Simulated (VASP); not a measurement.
**C: relaxation of the atoms with PBEsol**

The system is C, a slab with vacuum.

```
C
1.0
     7.39800    0.00000    0.00000
    -3.69900    6.40686    0.00000
     0.00000    0.00000   12.00000
C
18
Direct
  0.00000 0.00000 0.08333
  0.22222 0.11111 0.08333
  0.00000 0.33333 0.08333
  0.22222 0.44444 0.08333
  0.00000 0.66667 0.08333
  0.22222 0.77778 0.08333
  0.33333 0.00000 0.08333
  0.55556 0.11111 0.08333
  0.33333 0.33333 0.08333
  0.55556 0.44444 0.08333
  0.33333 0.66667 0.08333
  0.55556 0.77778 0.08333
  0.66667 0.00000 0.08333
  0.88889 0.11111 0.08333
  0.66667 0.33333 0.08333
  0.88889 0.44444 0.08333
  0.66667 0.66667 0.08333
  0.88889 0.77778 0.08333
```

```
Program                : VASP 6.6.1
Task                   : relaxation of the atoms
Functional             : PBEsol
Potentials or basis    : VASP PAW PBE potentials, release 64 (C)
Cutoff                 : 520 eV
k mesh                 : 2 × 2 × 1
Occupations            : fermi-dirac, width 0.02 eV
Spin                   : no spin polarisation
Dipole correction      : no
Further INCAR settings : LREAL = Auto; ALGO = Normal; EDIFF = 1e-07; IBRION = 2; EDIFFG = -0.08; NSW = 45
```

The band gap on the k mesh is zero (filled and empty bands touch).

Final structure:
```
C
1.0
     7.39800    0.00000    0.00000
    -3.69900    6.40686    0.00000
     0.00000    0.00000   12.00000
C
18
Direct
  0.00000 0.00000 0.08333
  0.22222 0.11111 0.08333
  0.00000 0.33333 0.08333
  0.22222 0.44444 0.08333
  0.00000 0.66667 0.08333
  0.22222 0.77778 0.08333
  0.33333 0.00000 0.08333
  0.55556 0.11111 0.08333
  0.33333 0.33333 0.08333
  0.55556 0.44444 0.08333
  0.33333 0.66667 0.08333
  0.55556 0.77778 0.08333
  0.66667 0.00000 0.08333
  0.88889 0.11111 0.08333
  0.66667 0.33333 0.08333
  0.88889 0.44444 0.08333
  0.66667 0.66667 0.08333
  0.88889 0.77778 0.08333
```

Levels at points of the mesh, in eV from the Fermi level:
| k point | band 33 | band 34 | band 35 | band 36 | band 37 | band 38 |
| --- | --- | --- | --- | --- | --- | --- |
| (0.00, 0.00, 0.00) | -3.01 | -3.01 | 0.00 | 0.00 | 0.00 | 0.00 |
| (0.50, 0.00, 0.00) | -2.66 | -2.66 | -2.66 | -2.36 | 1.65 | 2.51 |

Run time: 2.5 min on 1 thread of Oxide Virtual Turin-like Processor, with other jobs on the host, peak memory 0.48 GiB.

Caveat: the k points lie up to 0.49 Å⁻¹ apart; the relaxation stopped at its first step, so nothing moved.
